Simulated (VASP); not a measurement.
Be2ZnO3, 6 atoms in the cell. It takes space group P-62m (No. 189, hexagonal). The conventional cell has a = 4.324 Å, b = 4.324 Å, c = 3.367 Å, α = 90.00°, β = 90.00°, γ = 120.00°. Be (site symmetry -6) has 3 O at 1.25 Å within 1.7 Å. Zn (site symmetry -62m) has 6 O at 2.06 to 2.27 Å and 6 Be at 2.50 Å within 2.7 Å. Within 1.7 Å of O (site symmetry m2m) lie 2 Be at 1.25 Å. 

- Program: VASP 6.6.1
- Task: single point
- Functional: PBE
- Potentials or basis: VASP PAW PBE potentials, release 64 (Be, Zn, O)
- Cutoff: 520 eV
- k mesh: 6 × 6 × 6
- Occupations: gaussian, width 0.1 eV
- Spin: no spin polarisation
- Dipole correction: no
- Further INCAR settings: ALGO = Normal; EDIFF = 1e-06; NBANDS = 26

Potentials or basis: VASP PAW PBE potentials, release 64 (Be, Zn, O).

Command:

```bash
$ cat potpaw_PBE.64/Be/POTCAR potpaw_PBE.64/Zn/POTCAR potpaw_PBE.64/O/POTCAR > POTCAR
$ mpirun -np 1 vasp_std > vasp.out
```

Hardware: 1 thread of AMD EPYC 9R45 96-Core Processor (Zen 5), with other jobs on the host.

Problem. How long does it take, and how much memory?

Solution. It took 26 s on 1 thread of AMD EPYC 9R45 96-Core Processor (Zen 5) (shared host), peak memory 0.16 GiB. Counts: scf iterations 16, k points 28.
